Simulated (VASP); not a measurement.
# ZnCuO (P4/nmm) in VASP: further runs

Runs on ZnCuO. Level: PBE. Tasks: single point.

Everything below comes from runs of VASP 6.6.1. Logs are shortened: lines on timing, memory, paths and dates and some standing lists are left out, and cuts for length are marked.

## 1. The cell of the first run

The structure is tetragonal, space group P4/nmm (No. 129). Conventional cell: a = 3.704 Å, b = 3.704 Å, c = 5.715 Å, α = 90.00°, β = 90.00°, γ = 90.00°. Within 2.7 Å of Zn (site symmetry 4mm) lie 4 O at 2.01 Å and 1 Cu at 2.48 Å. Within 3.3 Å of Cu (site symmetry 4mm) lie 6 Zn at 2.48 to 3.24 Å and 4 Cu at 2.74 Å and 4 O at 3.07 Å. Within 2.7 Å of O (site symmetry -4m2) lie 4 Zn at 2.01 Å and 4 O at 2.62 Å.

## 2. Single point, PBE

INCAR reads:

```
PREC = Accurate
ENCUT = 520
EDIFF = 1E-6
ISMEAR = 0
SIGMA = 0.1
LREAL = False
LASPH = True
NELM = 60
ALGO = Normal
ISIF = 2
LWAVE = False
LCHARG = False
GGA = PE
NBANDS = 38
```

KPOINTS reads:

```
regular mesh
0
Gamma
  10 10 8
```

POSCAR reads:

```
ZnCuO
1.0
    3.7038561467      0.0000000000      0.0000000000
    0.0000000000      3.7038561467      0.0000000000
    0.0000000000      0.0000000000      5.7148769494
Zn Cu O
2 2 2
Direct
    0.5000000000      0.0000000000      0.1383209849
    0.0000000000      0.5000000000      0.8616790151
    0.5000000000      0.0000000000      0.5714163172
    0.0000000000      0.5000000000      0.4285836828
    0.5000000000      0.5000000000      0.0000000000
    0.0000000000      0.0000000000      0.0000000000
```

Potentials or basis: VASP PAW PBE potentials, release 64 (Zn, Cu, O).

Started as:

```bash
$ cat potpaw_PBE.64/Zn/POTCAR potpaw_PBE.64/Cu/POTCAR potpaw_PBE.64/O/POTCAR > POTCAR
$ mpirun -np 1 vasp_std > vasp.out
```

OUTCAR:

```text
PREC = Accurate
   ENCUT = 520
   EDIFF = 1E-6
   ISMEAR = 0
   LREAL = False
   LASPH = True
   NELM = 60
   ISIF = 2
   GGA = PE

 ion  position               nearest neighbor table
   1  0.500  0.000  0.138-   5 2.01   6 2.01   5 2.01   6 2.01   3 2.48
   2  0.000  0.500  0.862-   5 2.01   6 2.01   6 2.01   5 2.01   4 2.48
   3  0.500  0.000  0.571-   1 2.48   4 2.74   4 2.74   4 2.74   4 2.74
   4  0.000  0.500  0.429-   2 2.48   3 2.74   3 2.74   3 2.74   3 2.74
   5  0.500  0.500  0.000-   1 2.01   2 2.01   1 2.01   2 2.01
   6  0.000  0.000  0.000-   1 2.01   2 2.01   2 2.01   1 2.01

  LATTYP: Found a simple tetragonal cell.
 ALAT       =     3.7038561467
 C/A-ratio  =     1.5429532690

  Lattice vectors:

 A1 = (   3.7038561467,   0.0000000000,   0.0000000000)
 A2 = (   0.0000000000,   3.7038561467,   0.0000000000)
 A3 = (   0.0000000000,   0.0000000000,   5.7148769494)

Analysis of symmetry for initial positions (statically):
=====================================================================
 Subroutine PRICEL returns:
 Original cell was already a primitive cell.

 Routine SETGRP: Setting up the symmetry group for a
 simple tetragonal supercell.

 Subroutine GETGRP returns: Found 16 space group operations
 (whereof  8 operations were pure point group operations)
 out of a pool of 16 trial point group operations.

The static configuration has the point symmetry D_2d.
 The point group associated with its full space group is D_4h.

Analysis of symmetry for dynamics (positions and initial velocities):
=====================================================================
 Subroutine PRICEL returns:
 Original cell was already a primitive cell.

 Routine SETGRP: Setting up the symmetry group for a
 simple tetragonal supercell.

 Subroutine GETGRP returns: Found 16 space group operations
 (whereof  8 operations were pure point group operations)
 out of a pool of 16 trial point group operations.

The dynamic configuration has the point symmetry D_2d.
 The point group associated with its full space group is D_4h.

 Subroutine INISYM returns: Found 16 space group operations
 (whereof  8 operations are pure point group operations),
 and found     1 'primitive' translations

----------------------------------------------------------------------------------------

                                     Primitive cell

  volume of cell :      78.3998

  direct lattice vectors                    reciprocal lattice vectors
     3.703856147  0.000000000  0.000000000     0.269988887  0.000000000  0.000000000
     0.000000000  3.703856147  0.000000000     0.000000000  0.269988887  0.000000000
     0.000000000  0.000000000  5.714876949     0.000000000  0.000000000  0.174981895

  length of vectors
     3.703856147  3.703856147  5.714876949     0.269988887  0.269988887  0.174981895

  position of ions in fractional coordinates (direct lattice)
     0.500000000  0.000000000  0.138320985
     0.000000000  0.500000000  0.861679015
     0.500000000  0.000000000  0.571416317
     0.000000000  0.500000000  0.428583683
     0.500000000  0.500000000  0.000000000
     0.000000000  0.000000000  0.000000000

  ion indices of the primitive-cell ions
   primitive index   ion index
                 1           1
                 2           2
                 3           3
                 4           4
                 5           5
                 6           6

----------------------------------------------------------------------------------------

 KPOINTS: regular mesh

Automatic generation of k-mesh.
 Grid dimensions read from file:
 generate k-points for:   10   10    8

 Generating k-lattice:

  Cartesian coordinates                     Fractional coordinates (reciprocal lattice)
     0.026998889  0.000000000  0.000000000     0.100000000  0.000000000  0.000000000
     0.000000000  0.026998889  0.000000000     0.000000000  0.100000000  0.000000000
     0.000000000  0.000000000  0.021872737     0.000000000  0.000000000  0.125000000

  Length of vectors
     0.026998889  0.026998889  0.021872737

  Shift w.r.t. Gamma in fractional coordinates (k-lattice)
     0.000000000  0.000000000  0.000000000

 Subroutine IBZKPT returns following result:
 ===========================================

 Found    105 irreducible k-points:

 Following reciprocal coordinates:
            Coordinates               Weight
  0.000000  0.000000  0.000000      1.000000
  0.100000  0.000000  0.000000      4.000000
  0.200000  0.000000  0.000000      4.000000
  0.300000  0.000000  0.000000      4.000000
  0.400000  0.000000  0.000000      4.000000
  0.500000  0.000000  0.000000      2.000000
[... 16 lines left out ...]
  0.100000  0.000000  0.125000      8.000000
  0.200000  0.000000  0.125000      8.000000
 [... further k-points ...]
   k-points           NKPTS =    105   k-points in BZ     NKDIM =    105   number of bands    NBANDS=     38
   number of dos      NEDOS =    301   number of ions     NIONS =      6
   total plane-waves  NPLWV =  37632
   dimension x,y,z NGX =    28 NGY =   28 NGZ =   48
   dimension x,y,z NGXF=    56 NGYF=   56 NGZF=   96
   ions per type =               2   2   2
   NGX,Y,Z   is equivalent  to a cutoff of  12.57, 12.57, 13.96 a.u.
   NGXF,Y,Z  is equivalent  to a cutoff of  25.14, 25.14, 27.93 a.u.
 SYSTEM =  unknown system
   PREC   = accura    normal or accurate (medium, high low for compatibility)
   ISTART =      0    job   : 0-new  1-cont  2-samecut
   ICHARG =      2    charge: 1-file 2-atom 10-const
   ISPIN  =      1    spin polarized calculation?
   LNONCOLLINEAR =      F non collinear calculations
   LSORBIT =      F    spin-orbit coupling
   LASPH  =      T    aspherical Exc in radial PAW
   ENCUT  =  520.0 eV  38.22 Ry    6.18 a.u.   6.89  6.89 10.63*2*pi/ulx,y,z
   NELM   =     60;   NELMIN=  2; NELMDL= -5     # of ELM steps
   EDIFF  = 0.1E-05   stopping-criterion for ELM
   LREAL  =      F    real-space projection
   EDIFFG = 0.1E-04   stopping-criterion for IOM
   NSW    =      0    number of steps for IOM
   IBRION =     -1    ionic relax: 0-MD 1-quasi-New 2-CG
   NFREE  =      0    steps in history (QN), initial steepest desc. (CG)
   ISIF   =      2    stress and relaxation
   ISYM   =      2    0-nonsym 1-usesym 2-fastsym
   POTIM  = 0.5000    time-step for ionic-motion
   TEBEG  =    0.0;   TEEND  =   0.0 temperature during run
   PSTRESS=    0.0 pullay stress
   NELECT =      58.0000    total number of electrons
   NUPDOWN=      -1.0000    fix difference up-down
   EMIN   =  10.00;   EMAX   =-10.00  energy-range for DOS
   EFERMI =   0.00;   METHOD = LEGACY
   ISMEAR =     0;   SIGMA  =   0.10  broadening in eV -4-tet -1-fermi 0-gaus
   EFERMI_NEDOS =   21; number of points for ismear=-14 and -15
   IALGO  =     38    algorithm
   IMIX   =      4    mixing-type and parameters
     AMIX     =   0.40;   BMIX     =  1.00
     AMIX_MAG =   1.60;   BMIX_MAG =  1.00
  volume/ion in A,a.u.               =      13.07        88.18
  Fermi-wavevector in a.u.,A,eV,Ry     =   1.480627  2.797980 29.827476  2.192258
  Thomas-Fermi vector in A             =   2.594638
   LORBIT       =      0    0 simple, 1 ext, 2 COOP (PROOUT), +10 PAW based schemes
   GGA     = PE    functional components
   LHFCALC =     F    Hartree Fock is set to
   AEXX    =    0.0000 exact exchange contribution
   IVDW    =     0    specifies the selected vdW correction
   LEPSILON=     F    determine dielectric tensor
   LRPA    =     F    only Hartree local field effects (RPA)
 non-spin polarized calculation
 Gauss-broadening in eV      SIGMA  =   0.10
  energy-cutoff  :      520.00
  volume of cell :       78.40
 maximum number of plane-waves:      2133
 NGX is ok and might be reduce to    28
   NGX = 13   NGY = 13   NGZ = 21

 number of electron      58.0000074 magnetization

 Free energy of the ion-electron system (eV)
  ---------------------------------------------------
  ext. energy  EPLUGINS =         0.00000000
  ---------------------------------------------------
  free energy    TOTEN  =       -21.51700406 eV

  energy without entropy =      -21.50145542  energy(sigma->0) =      -21.50922974

 E-fermi :   2.9720     XC(G=0): -11.1416

 val. band max:        2.9692396263   @ k =   0.5000   0.4000   0.2500
 cond. band min:       2.9722148772   @ k =   0.4000   0.0000   0.3750
 fundamental gap:      0.0029752509
 Fermi energy:         2.9720147030

 k-point     1 :       0.0000    0.0000    0.0000
  band No.  band energies     occupation
      1     -15.6695      2.00000
      2     -13.8672      2.00000
      3      -3.7838      2.00000
      4      -3.7838      2.00000
      5      -3.7309      2.00000
      6      -3.1330      2.00000
[... 30 lines left out ...]
     37      12.2698      0.00000
     38      12.2698      0.00000

 k-point     2 :       0.1000    0.0000    0.0000
  band No.  band energies     occupation
      1     -15.6230      2.00000
      2     -13.9056      2.00000
      3      -3.8117      2.00000
      4      -3.7702      2.00000
      5      -3.6366      2.00000
      6      -3.1876      2.00000
[... 30 lines left out ...]
     37      12.3665      0.00000
     38      13.2609      0.00000

 k-point     3 :       0.2000    0.0000    0.0000
  band No.  band energies     occupation
      1     -15.4886      2.00000
      2     -14.0196      2.00000
      3      -3.7654      2.00000
      4      -3.7290      2.00000
      5      -3.4885      2.00000
      6      -3.2772      2.00000
[... 30 lines left out ...]
     37      12.6583      0.00000
     38      14.4084      0.00000

 k-point     4 :       0.3000    0.0000    0.0000
  band No.  band energies     occupation
      1     -15.2795      2.00000
      2     -14.2051      2.00000
      3      -3.6590      2.00000
      4      -3.6171      2.00000
      5      -3.3340      2.00000
      6      -3.3276      2.00000
[... 30 lines left out ...]
     37      13.1477      0.00000
     38      14.3715      0.00000
[... 703 lines left out ...]
      4      -3.7828      2.00000
      5      -3.7828      2.00000
      6      -3.1360      2.00000
[... 30 lines left out ...]
     37      12.5030      0.00000
     38      12.5860      0.00000

 k-point    23 :       0.1000    0.0000    0.1250
  band No.  band energies     occupation
      1     -15.6223      2.00000
      2     -13.9055      2.00000
      3      -3.8349      2.00000
      4      -3.7693      2.00000
      5      -3.6649      2.00000
      6      -3.1810      2.00000
[... 30 lines left out ...]
     37      12.5958      0.00000
     38      13.1024      0.00000

 k-point    24 :       0.2000    0.0000    0.1250
  band No.  band energies     occupation
      1     -15.4880      2.00000
      2     -14.0196      2.00000
      3      -3.7823      2.00000
      4      -3.7281      2.00000
      5      -3.5059      2.00000
      6      -3.2642      2.00000
[... 30 lines left out ...]
     37      12.8755      0.00000
     38      14.3279      0.00000

 [... further k-points ...]
[... 5 lines left out ...]
  --------------------------------------------------------------------------------------
  -------------------------------------------------------------------------------------
  Total        0.4455205      0.4455205      0.1533949      0.0000000     -0.0000000      0.0000000
  in kB        9.1046477      9.1046477      3.1347746      0.0000000     -0.0000000      0.0000000
  external PRESSURE =       7.1146900 kB  Pullay stress =       0.0000000 kB

 VOLUME and BASIS-vectors are now :
 -----------------------------------------------------------------------------
  energy-cutoff  :      520.00
  volume of cell :       78.40
      direct lattice vectors                 reciprocal lattice vectors
     3.703856147  0.000000000  0.000000000     0.269988887  0.000000000  0.000000000
     0.000000000  3.703856147  0.000000000     0.000000000  0.269988887  0.000000000
     0.000000000  0.000000000  5.714876949     0.000000000  0.000000000  0.174981895

 POSITION                                       TOTAL-FORCE (eV/Angst)
 -----------------------------------------------------------------------------------
      1.85193      0.00000      0.79049         0.000000      0.000000      0.075767
      0.00000      1.85193      4.92439        -0.000000      0.000000     -0.075767
      1.85193      0.00000      3.26557        -0.000000      0.000000      0.021381
      0.00000      1.85193      2.44930         0.000000      0.000000     -0.021381
      1.85193      1.85193      0.00000        -0.000000      0.000000      0.000000
      0.00000      0.00000      0.00000         0.000000     -0.000000      0.000000
 -----------------------------------------------------------------------------------
    total drift:                                0.000000      0.000000      0.000000

  FREE ENERGIE OF THE ION-ELECTRON SYSTEM (eV)
  ---------------------------------------------------
  free  energy   TOTEN  =       -21.5170040583 eV

  energy  without entropy=      -21.5014554250  energy(sigma->0) =      -21.50922974
```

Wall time 2.9 min (1 thread of Intel Xeon 6975P-C (Granite Rapids), shared host); peak memory 0.38 GiB.

Results:

- Free energy: -21.5170 eV
- Pressure: 0.7 GPa
- Largest force: 0.076 eV/Å
- Band gap on the k mesh: zero (band 29 reaches 4.09 eV, above the bottom of band 30 at 1.83 eV)

Forces in eV/Å, atoms in the order of the input:
```
Zn   0.000  0.000  0.076
Zn   0.000  0.000 -0.076
Cu   0.000  0.000  0.021
Cu   0.000  0.000 -0.021
O    0.000  0.000  0.000
O    0.000  0.000  0.000
```

Stress tensor (GPa, compression positive):
```
0.91 0.00 0.00
0.00 0.91 0.00
0.00 0.00 0.31
```

With open d or f shells a metallic result of PBE can be an artefact of self-interaction; +U or a hybrid may open a gap.

## 3. Single point, PBE, collinear spin, ferromagnetic start

This run uses another cell than the first one, of 11.34 Å³/atom, 0.868 times its volume.

INCAR reads:

```
SYSTEM = ZnCuO
PREC = Accurate
ENCUT = 520
EDIFF = 1E-6
ISMEAR = 0
SIGMA = 0.1
LREAL = .FALSE.
LASPH = .TRUE.
NELM = 150
ALGO = Normal
ISIF = 2
LWAVE = .FALSE.
LCHARG = .FALSE.
ISPIN = 2
MAGMOM = 0 0 1 1 0 0
LORBIT = 11
LMAXMIX = 4
GGA = PE
NBANDS = 42
```

KPOINTS reads:

```
Automatic mesh
0
G
  6 6 4
  0 0 0
```

POSCAR reads:

```
ZnCuO
1.0
    3.0922970900      0.0000000000      0.0000000000
    0.0000000000      3.0922970900      0.0000000000
    0.0000000000      0.0000000000      7.1174559000
Zn Cu O
2 2 2
Direct
    0.5000000000      0.0000000000      0.1277291900
    0.0000000000      0.5000000000      0.8722708100
    0.5000000000      0.0000000000      0.6835422500
    0.0000000000      0.5000000000      0.3164577500
    0.5000000000      0.5000000000      0.0000000000
    0.0000000000      0.0000000000      0.0000000000
```

Potentials or basis: VASP PAW PBE potentials, release 64 (Zn, Cu, O).

Started as:

```bash
$ cat potpaw_PBE.64/Zn/POTCAR potpaw_PBE.64/Cu/POTCAR potpaw_PBE.64/O/POTCAR > POTCAR
$ mpirun -np 1 vasp_std > vasp.out
```

It took 77 s on 1 thread of Intel Xeon 6975P-C (Granite Rapids), shared host; peak memory 0.28 GiB.

It converged, with:

| Property | Result |
| --- | --- |
| Free energy | -15.0462 eV |
| Pressure | 58.9 GPa |
| Largest force | 7.180 eV/Å |
| Band gap on the k mesh | zero (filled and empty bands overlap) |
| Net moment | -0.04 μB per cell |
| Valence electrons inside the program's atomic spheres | Zn 11.45; Cu 9.81; O 5.21 |

Forces in eV/Å, atoms in the order of the input:
```
Zn   0.000  0.000  7.180
Zn   0.000  0.000 -7.180
Cu   0.000  0.000 -2.030
Cu   0.000  0.000  2.030
O    0.000  0.000  0.000
O    0.000  0.000  0.000
```

Stress tensor (GPa, compression positive):
```
69.88  0.00  0.00
 0.00 69.88  0.00
 0.00  0.00 36.90
```

Levels at points of the mesh, in eV from the Fermi level:
Spin up:
```csv
k point,band 25,band 26,band 27,band 28,band 29,band 30,band 31,band 32,band 33,band 34
"(0.00, 0.00, 0.00)",-1.81,-1.81,-0.66,-0.66,-0.44,-0.13,1.09,8.48,8.94,8.94
"(0.50, 0.00, 0.00)",-1.88,-1.88,-1.61,-1.61,-0.89,-0.89,1.98,1.98,5.94,5.94
"(0.50, 0.50, 0.00)",-1.63,-1.63,0.60,0.60,2.33,2.33,3.56,3.56,3.94,3.94
"(0.00, 0.00, 0.50)",-1.81,-1.66,-1.66,-0.66,-0.66,-0.44,3.52,7.61,8.15,8.15
"(0.50, 0.00, 0.50)",-1.67,-1.67,-1.61,-1.61,-0.63,-0.63,1.30,1.30,6.42,6.42
"(0.50, 0.50, 0.50)",-1.64,-1.64,0.60,0.60,3.11,3.11,3.25,3.25,3.93,3.93
```
Spin down:
```
           k point  band 26  band 27  band 28  band 29  band 30  band 31  band 32  band 33
(0.00, 0.00, 0.00)    -1.82    -0.69    -0.69    -0.46    -0.13     1.09     8.48     8.94
(0.50, 0.00, 0.00)    -1.88    -1.62    -1.62    -0.89    -0.89     1.97     1.97     5.94
(0.50, 0.50, 0.00)    -1.64     0.56     0.56     2.32     2.32     3.56     3.56     3.94
(0.00, 0.00, 0.50)    -1.66    -1.66    -0.69    -0.69    -0.46     3.51     7.61     8.15
(0.50, 0.00, 0.50)    -1.68    -1.61    -1.61    -0.63    -0.63     1.29     1.29     6.42
(0.50, 0.50, 0.50)    -1.64     0.56     0.56     3.11     3.11     3.25     3.25     3.93
```

Caveat: forces of over 1 eV/Å act on the atoms, so gaps and moduli don't describe the material at rest. With open d or f shells a metallic result of PBE can be an artefact of self-interaction; +U or a hybrid may open a gap.

(Part 1 of 2 ends here.)
